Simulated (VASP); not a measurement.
# Ca2TaO3 (P-3m1) in VASP: further runs

Ca2TaO3 is run at these levels: PBE; tasks: single point.

Everything below comes from runs of VASP 6.6.1. Logs are shortened: lines on timing, memory, paths and dates and some standing lists are left out, and cuts for length are marked.

## 1. The cell of the first run

The structure is trigonal, space group P-3m1 (No. 164). Conventional cell: a = 3.282 Å, b = 3.282 Å, c = 8.134 Å, α = 90.00°, β = 90.00°, γ = 120.00°. Ca (site symmetry 3m) has 6 O at 2.37 Å within 3.1 Å. Ta (site symmetry -3m) has 6 O at 2.26 Å within 3.0 Å. O (site symmetry 3m) has 3 Ta at 2.26 Å and 3 Ca at 2.37 Å and 12 O at 3.10 to 3.41 Å within 3.5 Å. O (site symmetry -3m) has 6 Ca at 2.37 Å within 3.1 Å.

The cell was generated, and may not be a known phase.

## 2. Single point, PBE, collinear spin

Input file INCAR:

```
SYSTEM = Ca2TaO3
PREC     = Accurate       ! precision mode
ENCUT    = 520            ! plane-wave cutoff, eV
EDIFF    = 1E-6           ! SCF threshold, eV
ISMEAR   = 0              ! smearing method
SIGMA    = 0.1            ! smearing width, eV
LREAL    = .FALSE.        ! projectors in reciprocal space
LASPH    = .TRUE.         ! aspherical terms in the spheres
NELM     = 150            ! most SCF steps
ALGO     = Normal         ! electronic algorithm
ISIF     = 2              ! what is computed and relaxed
LWAVE    = .FALSE.        ! write WAVECAR
LCHARG   = .TRUE.         ! write CHGCAR
ISPIN    = 2              ! spin polarisation
MAGMOM   = 0 0 1 0 0 0    ! initial moments
LORBIT   = 11             ! projections on sites
LMAXMIX  = 4              ! l up to which the mixer works
GGA      = PE             ! functional
LELF     = .TRUE.         ! ELF
LVHAR    = .TRUE.       
NBANDS   = 38             ! bands
```

Input file KPOINTS:

```
regular mesh
0
G
  6 6 4
  0 0 0
```

Input file POSCAR:

```
Ca2TaO3
1.0
    3.2824715487      0.0000000000      0.0000000000
   -1.6412357743      2.8427037483      0.0000000000
    0.0000000000      0.0000000000      8.1341833508
Ca Ta O
2 1 3
Direct
    0.6666666667      0.3333333333      0.6743623290
    0.3333333333      0.6666666667      0.3256376710
    0.0000000000      0.0000000000      0.0000000000
    0.6666666667      0.3333333333      0.1511213326
    0.3333333333      0.6666666667      0.8488786674
    0.0000000000      0.0000000000      0.5000000000
```

Potentials or basis: VASP PAW PBE potentials, release 64 (Ca_sv, Ta_pv, O).

Run with:

```sh
$ cat potpaw_PBE.64/Ca_sv/POTCAR potpaw_PBE.64/Ta_pv/POTCAR potpaw_PBE.64/O/POTCAR > POTCAR
$ mpirun -np 1 vasp_std > vasp.out
```

OUTCAR:

```text
SYSTEM = Ca2TaO3
   PREC = Accurate
   ENCUT = 520
   EDIFF = 1E-6
   ISMEAR = 0
   LREAL = .FALSE.
   LASPH = .TRUE.
   NELM = 150
   ISIF = 2
   ISPIN = 2
   LORBIT = 11
   GGA = PE

 ion  position               nearest neighbor table
   1  0.667  0.333  0.674-   6 2.37   6 2.37   6 2.37   5 2.37   5 2.37   5 2.37   3 3.26   3 3.26
                             3 3.26
   2  0.333  0.667  0.326-   6 2.37   6 2.37   6 2.37   4 2.37   4 2.37   4 2.37   3 3.26   3 3.26
                             3 3.26
   3  0.000  0.000  0.000-   4 2.26   5 2.26   5 2.26   4 2.26   4 2.26   5 2.26   1 3.26   2 3.26
                             2 3.26   1 3.26   2 3.26   1 3.26
   4  0.667  0.333  0.151-   3 2.26   3 2.26   3 2.26   2 2.37   2 2.37   2 2.37
   5  0.333  0.667  0.849-   3 2.26   3 2.26   3 2.26   1 2.37   1 2.37   1 2.37
   6  0.000  0.000  0.500-   1 2.37   2 2.37   2 2.37   1 2.37   1 2.37   2 2.37

  LATTYP: Found a hexagonal cell.
 ALAT       =     3.2824715487
 C/A-ratio  =     2.4780666733

  Lattice vectors:

 A1 = (   3.2824715487,   0.0000000000,   0.0000000000)
 A2 = (  -1.6412357743,   2.8427037483,   0.0000000000)
 A3 = (   0.0000000000,   0.0000000000,   8.1341833508)

Analysis of symmetry for initial positions (statically):
=====================================================================
 Subroutine PRICEL returns:
 Original cell was already a primitive cell.

 Routine SETGRP: Setting up the symmetry group for a
 hexagonal supercell.

 Subroutine GETGRP returns: Found 12 space group operations
 (whereof 12 operations were pure point group operations)
 out of a pool of 24 trial point group operations.

The static configuration has the point symmetry D_3d.

Analysis of symmetry for dynamics (positions and initial velocities):
=====================================================================
 Subroutine PRICEL returns:
 Original cell was already a primitive cell.

 Routine SETGRP: Setting up the symmetry group for a
 hexagonal supercell.

 Subroutine GETGRP returns: Found 12 space group operations
 (whereof 12 operations were pure point group operations)
 out of a pool of 24 trial point group operations.

The dynamic configuration has the point symmetry D_3d.

Analysis of structural, dynamic, and magnetic symmetry:
=====================================================================
 Subroutine PRICEL returns:
 Original cell was already a primitive cell.

 Routine SETGRP: Setting up the symmetry group for a
 hexagonal supercell.

 Subroutine GETGRP returns: Found 12 space group operations
 (whereof 12 operations were pure point group operations)
 out of a pool of 24 trial point group operations.

[... 146 lines left out ...]

 Free energy of the ion-electron system (eV)
  ---------------------------------------------------
  ext. energy  EPLUGINS =         0.00000000
  ---------------------------------------------------
  free energy    TOTEN  =       -44.06612293 eV

  energy without entropy =      -44.05217696  energy(sigma->0) =      -44.05914994

 E-fermi :   7.2772     XC(G=0): -11.4531

 val. band max:        7.2710059231   @ k =   0.1667   0.0000   0.0000
 cond. band min:       7.3173344662   @ k =   0.0000   0.0000   0.0000
 fundamental gap:      0.0463285431
 Fermi energy:         7.2772083808

 spin component 1

 k-point     1 :       0.0000    0.0000    0.0000
  band No.  band energies     occupation
      1     -34.0835      1.00000
      2     -34.0333      1.00000
      3     -28.7510      1.00000
      4     -28.7224      1.00000
      5     -28.7224      1.00000
      6     -16.1411      1.00000
[... 925 lines left out ...]
     35      12.3363      0.00000
     36      13.2065      0.00000
 Fermi energy:         7.2772083808

 spin component 2

 k-point     1 :       0.0000    0.0000    0.0000
  band No.  band energies     occupation
      1     -34.0825      1.00000
      2     -34.0323      1.00000
      3     -28.6245      1.00000
      4     -28.5590      1.00000
      5     -28.5590      1.00000
      6     -16.1343      1.00000
[... 925 lines left out ...]
     35      12.3371      0.00000
     36      13.2243      0.00000
 [bands above 36 left out]

------------------------ aborting loop because EDIFF is reached ----------------------------------------

  FORCE on cell =-STRESS in cart. coord.  units (eV):
  Direction    XX          YY          ZZ          XY          YZ          ZX
  --------------------------------------------------------------------------------------
  -------------------------------------------------------------------------------------
  Total        0.2680346      0.2680346      0.4522269      0.0000000      0.0000000      0.0000000
  in kB        5.6578962      5.6578962      9.5459782      0.0000000      0.0000000      0.0000000
  external PRESSURE =       6.9539235 kB  Pullay stress =       0.0000000 kB

 VOLUME and BASIS-vectors are now :
 -----------------------------------------------------------------------------
  energy-cutoff  :      520.00
  volume of cell :       75.90
      direct lattice vectors                 reciprocal lattice vectors
     3.282471549  0.000000000  0.000000000     0.304648490  0.175888888  0.000000000
    -1.641235774  2.842703748  0.000000000     0.000000000  0.351777775  0.000000000
     0.000000000  0.000000000  8.134183351     0.000000000  0.000000000  0.122937971

 POSITION                                       TOTAL-FORCE (eV/Angst)
 -----------------------------------------------------------------------------------
      1.64124      0.94757      5.48539        -0.000000      0.000000     -0.008418
     -0.00000      1.89514      2.64880        -0.000000     -0.000000      0.008418
      0.00000      0.00000      0.00000        -0.000000      0.000000      0.000000
      1.64124      0.94757      1.22925         0.000000     -0.000000     -0.006732
     -0.00000      1.89514      6.90493        -0.000000      0.000000      0.006732
      0.00000      0.00000      4.06709        -0.000000      0.000000      0.000000
 -----------------------------------------------------------------------------------
    total drift:                                0.000000     -0.000000      0.000000

  FREE ENERGIE OF THE ION-ELECTRON SYSTEM (eV)
  ---------------------------------------------------
  free  energy   TOTEN  =       -44.0661229256 eV

  energy  without entropy=      -44.0521769614  energy(sigma->0) =      -44.05914994

 total charge

# of ion       s       p       d       tot
------------------------------------------
    1        2.039   5.879   0.374   8.292
    2        2.039   5.879   0.374   8.292
    3        0.233   6.115   2.421   8.769
    4        1.552   3.454   0.000   5.006
    5        1.552   3.454   0.000   5.006
    6        1.551   3.465   0.000   5.017
--------------------------------------------------
tot          8.967  28.245   3.169  40.381

 magnetization (x)

# of ion       s       p       d       tot
------------------------------------------
    1       -0.000   0.000   0.001   0.001
    2       -0.000   0.000   0.001   0.001
    3        0.003   0.001   0.231   0.235
    4        0.000   0.011   0.000   0.012
    5        0.000   0.011   0.000   0.012
    6        0.000   0.000   0.000   0.000
--------------------------------------------------
tot          0.003   0.024   0.233   0.261
```

OSZICAR:

```text
N       E                     dE             d eps       ncg     rms          rms(c)
DAV:   1     0.512293935280E+03    0.51229E+03   -0.25094E+04  3648   0.134E+03
DAV:   2    -0.107148812444E+02   -0.52301E+03   -0.49900E+03  4062   0.413E+02
DAV:   3    -0.497716910025E+02   -0.39057E+02   -0.38507E+02  5254   0.110E+02
DAV:   4    -0.511614761295E+02   -0.13898E+01   -0.13762E+01  5646   0.165E+01
DAV:   5    -0.511884670376E+02   -0.26991E-01   -0.26973E-01  4688   0.202E+00    0.207E+01
DAV:   6    -0.444817908567E+02    0.67067E+01   -0.39227E+01  4538   0.308E+01    0.909E+00
DAV:   7    -0.441602357506E+02    0.32156E+00   -0.61693E+00  4472   0.114E+01    0.690E+00
DAV:   8    -0.440780300125E+02    0.82206E-01   -0.61895E-01  5526   0.454E+00    0.334E+00
DAV:   9    -0.440751576568E+02    0.28724E-02   -0.15593E-01  5766   0.255E+00    0.838E-01
DAV:  10    -0.440652473935E+02    0.99103E-02   -0.36490E-02  4730   0.146E+00    0.270E-01
DAV:  11    -0.440660195393E+02   -0.77215E-03   -0.82622E-03  4792   0.546E-01    0.162E-01
DAV:  12    -0.440660238767E+02   -0.43373E-05   -0.10421E-03  4746   0.202E-01    0.845E-02
DAV:  13    -0.440661116115E+02   -0.87735E-04   -0.36251E-04  4974   0.116E-01    0.261E-02
DAV:  14    -0.440661220778E+02   -0.10466E-04   -0.64042E-05  4780   0.461E-02    0.104E-02
DAV:  15    -0.440661229256E+02   -0.84782E-06   -0.61352E-06  4720   0.147E-02
   1 F= -.44066123E+02 E0= -.44059150E+02  d E =-.139460E-01  mag=     0.3409
```

stdout:

```text
POSCAR found type information on POSCAR CaTaO
 POSCAR found :  3 types and       6 ions
 scaLAPACK will be used
 LDA part: xc-table for (Slater+PW92), standard interpolation
 POSCAR, INCAR and KPOINTS ok, starting setup
 FFT: planning ... GRIDC
 FFT: planning ... GRID_SOFT
 FFT: planning ... GRID
 WAVECAR not read
 entering main loop
```

Run time: 2 min. Hardware: 1 thread of Intel Xeon Platinum 8259CL at 2.50GHz (Skylake/Cascade Lake), shared host; peak memory 0.28 GiB.

What came out:

```yaml
Free_energy: -44.0661 eV
Pressure: 0.7 GPa
Largest_force: 0.008 eV/Å
Net_moment: 0.34 μB per cell
Site_moments: Ca +0.00; Ta +0.23; O +0.01, +0.00 (each value once) μB
Valence_electrons_inside_the_program's_atomic_spheres: Ca 8.29; Ta 8.77; O 5.01, 5.02 (each value once)
```

Forces in eV/Å, atoms in the order of the input:
```
Ca   0.000  0.000 -0.008
Ca   0.000  0.000  0.008
Ta   0.000  0.000  0.000
O    0.000  0.000 -0.007
O    0.000  0.000  0.007
O    0.000  0.000  0.000
```

Levels at points of the mesh, in eV from the Fermi level:
Spin up:
```csv
k point,band 21,band 22,band 23,band 24,band 25,band 26,band 27,band 28,band 29,band 30
"(0.00, 0.00, 0.00)",-4.75,-4.28,-4.28,-0.83,-0.64,-0.64,0.04,2.03,2.04,2.32
"(0.50, 0.00, 0.00)",-5.47,-4.87,-4.53,-2.61,0.88,1.54,1.64,1.71,2.69,3.48
"(0.00, 0.00, 0.50)",-5.35,-4.37,-4.37,-0.66,-0.61,-0.61,0.53,1.61,1.88,2.56
"(0.50, 0.00, 0.50)",-5.66,-5.04,-4.56,-2.30,0.19,1.04,1.64,2.73,3.23,3.55
```
Spin down:
| k point | band 22 | band 23 | band 24 | band 25 | band 26 | band 27 |
| --- | --- | --- | --- | --- | --- | --- |
| (0.00, 0.00, 0.00) | -4.28 | -4.28 | -0.70 | -0.38 | -0.38 | 0.17 |
| (0.50, 0.00, 0.00) | -4.87 | -4.53 | -2.45 | 1.03 | 1.62 | 1.74 |
| (0.00, 0.00, 0.50) | -4.36 | -4.36 | -0.52 | -0.35 | -0.35 | 0.67 |
| (0.50, 0.00, 0.50) | -5.03 | -4.56 | -2.12 | 0.20 | 1.22 | 1.93 |

Caveat: the k points lie up to 0.37 Å⁻¹ apart; a moment this small can come from the mesh or the smearing; spin-orbit coupling is left out, which moves the levels of the heavy elements.

## 3. Single point, PBE, collinear spin

This run uses another cell than the first one, of 17.87 Å³/atom.

Input file INCAR:

```
  PREC = Accurate
  ENCUT = 520
  EDIFF = 1E-6
  ISMEAR = 0
  SIGMA = 0.1
  LREAL = False
  LASPH = True
  NELM = 150
  ALGO = Normal
  ISIF = 2
  LWAVE = False
  LCHARG = False
  ISPIN = 2
  MAGMOM = 0 0 1 0 0 0
  LORBIT = 11
  LMAXMIX = 4
  GGA = PE
  NBANDS = 38
```

Input file KPOINTS:

```
Automatic mesh
0
Gamma
  6 6 4
```

Input file POSCAR:

```
Ca2TaO3
1.0
    4.2566485000      0.0000000000      0.0000000000
   -2.1283242500      3.6863657300      0.0000000000
    0.0000000000      0.0000000000      6.8340407900
Ca Ta O
2 1 3
Direct
    0.6666666700      0.3333333300      0.7436280300
    0.3333333300      0.6666666700      0.2563719700
    0.0000000000      0.0000000000      0.0000000000
    0.6666666700      0.3333333300      0.3575947000
    0.3333333300      0.6666666700      0.6424053000
    0.0000000000      0.0000000000      0.5000000000
```

Potentials or basis: VASP PAW PBE potentials, release 64 (Ca_sv, Ta_pv, O).

Run with:

```sh
$ cat potpaw_PBE.64/Ca_sv/POTCAR potpaw_PBE.64/Ta_pv/POTCAR potpaw_PBE.64/O/POTCAR > POTCAR
$ mpirun -np 1 vasp_std > vasp.out
```

OUTCAR:

```text
PREC = Accurate
   ENCUT = 520
   EDIFF = 1E-6
   ISMEAR = 0
   LREAL = False
   LASPH = True
   NELM = 150
   ISIF = 2
   ISPIN = 2
   LORBIT = 11
   GGA = PE

 ion  position               nearest neighbor table
   1  0.667  0.333  0.744-   5 2.55   5 2.55   5 2.55   3 3.02   3 3.02   3 3.02
   2  0.333  0.667  0.256-   4 2.55   4 2.55   4 2.55   3 3.02   3 3.02   3 3.02
   3  0.000  0.000  0.000-   1 3.02   2 3.02   2 3.02   1 3.02   1 3.02   2 3.02
   4  0.667  0.333  0.358-   2 2.55   2 2.55   2 2.55
   5  0.333  0.667  0.642-   1 2.55   1 2.55   1 2.55
   6  0.000  0.000  0.500-

  LATTYP: Found a hexagonal cell.
 ALAT       =     4.2566485000
 C/A-ratio  =     1.6054980321

[... 2107 lines left out ...]
      2.12832      1.22879      5.08198        -0.000000     -0.000000     -4.551906
     -0.00000      2.45758      1.75206         0.000000      0.000000      4.551906
      0.00000      0.00000      0.00000        -0.000000      0.000000     -0.000000
      2.12832      1.22879      2.44382        -0.000000      0.000000     -2.201618
     -0.00000      2.45758      4.39022         0.000000     -0.000000      2.201618
      0.00000      0.00000      3.41702        -0.000000      0.000000     -0.000000
 -----------------------------------------------------------------------------------
    total drift:                               -0.000000      0.000000      0.000000

  FREE ENERGIE OF THE ION-ELECTRON SYSTEM (eV)
  ---------------------------------------------------
  free  energy   TOTEN  =       -29.2885414504 eV

  energy  without entropy=      -29.2296037700  energy(sigma->0) =      -29.25907261

 total charge

# of ion       s       p       d       tot
------------------------------------------
    1        2.041   5.849   0.262   8.152
    2        2.041   5.849   0.262   8.152
    3        0.435   5.957   2.272   8.663
    4        1.593   3.195   0.000   4.787
    5        1.593   3.195   0.000   4.787
    6        1.611   3.082   0.000   4.693
--------------------------------------------------
tot          9.313  27.126   2.795  39.234

 magnetization (x)

# of ion       s       p       d       tot
------------------------------------------
    1        0.007   0.017   0.061   0.085
    2        0.007   0.017   0.061   0.085
    3        0.086   0.014   1.737   1.837
    4        0.000  -0.071   0.000  -0.070
    5        0.000  -0.071   0.000  -0.070
    6        0.002   0.030   0.000   0.032
--------------------------------------------------
tot          0.102  -0.064   1.860   1.898
```

stdout:

```text
POSCAR found type information on POSCAR CaTaO
 POSCAR found :  3 types and       6 ions
 scaLAPACK will be used
 LDA part: xc-table for (Slater+PW92), standard interpolation
 POSCAR, INCAR and KPOINTS ok, starting setup
 FFT: planning ... GRIDC
 FFT: planning ... GRID_SOFT
 FFT: planning ... GRID
 WAVECAR not read
 entering main loop
```

It took 7.4 min on 1 thread of Intel Xeon Platinum 8259CL at 2.50GHz (Skylake/Cascade Lake), shared host; peak memory 0.37 GiB.

Results:

```yaml
Free_energy: -29.2885 eV
Pressure: -5.6 GPa
Largest_force: 4.552 eV/Å
Net_moment: 2.84 μB per cell
Site_moments: Ca +0.09; Ta +1.84; O -0.07, +0.03 (each value once) μB
Valence_electrons_inside_the_program's_atomic_spheres: Ca 8.15; Ta 8.66; O 4.79, 4.69 (each value once)
```

Forces on the atoms (eV/Å):
```
Ca   0.000  0.000 -4.552
Ca   0.000  0.000  4.552
Ta   0.000  0.000  0.000
O    0.000  0.000 -2.202
O    0.000  0.000  2.202
O    0.000  0.000  0.000
```

Caveat: the stress differs along the axes, from -10 to -3 GPa; spin-orbit coupling is left out, which moves the levels of the heavy elements; forces of over 1 eV/Å act on the atoms, so gaps and moduli don't describe the material at rest.
